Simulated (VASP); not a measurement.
TlO2, 3 atoms in the cell. The structure is trigonal, space group P-3m1 (No. 164). The conventional cell has a = 4.336 Å, b = 4.336 Å, c = 3.032 Å, α = 90.00°, β = 90.00°, γ = 120.00°. Within 3.7 Å of Tl (site symmetry -3m) lie 12 O at 2.81 to 3.06 Å and 2 Tl at 3.03 Å. Within 3.4 Å of O (site symmetry 3m) lie 5 O at 2.55 to 3.03 Å and 6 Tl at 2.81 to 3.06 Å. The cell was built from a structure type or drawn by symmetry, and may not be a known phase.

* Program: VASP 6.6.1
* Task: relaxation of cell and atoms
* Functional: PBE
* Potentials or basis: VASP PAW PBE potentials, release 64 (Tl_d, O_h)
* Cutoff: 910 eV
* k mesh: 6 × 6 × 6
* Occupations: gaussian, width 0.1 eV
* Spin: no spin polarisation
* Dipole correction: no
* Further INCAR settings: ALGO = Normal; EDIFF = 1e-07; IBRION = 2; EDIFFG = -0.04; NSW = 90; ISIF = 3

Potentials or basis: VASP PAW PBE potentials, release 64 (Tl_d, O_h).

Run with:

```bash
$ cat potpaw_PBE.64/Tl_d/POTCAR potpaw_PBE.64/O_h/POTCAR > POTCAR
$ mpirun -np 1 vasp_std > vasp.out
```

Hardware: 1 thread of AMD EPYC 9R45 96-Core Processor (Zen 5) (shared host).

Q: How long does it take, and how much memory?

A: Run time: 8.9 min on 1 thread of AMD EPYC 9R45 96-Core Processor (Zen 5), on a shared host, peak memory 0.29 GiB. Counts: scf iterations 148, k points 34, ion steps 15.
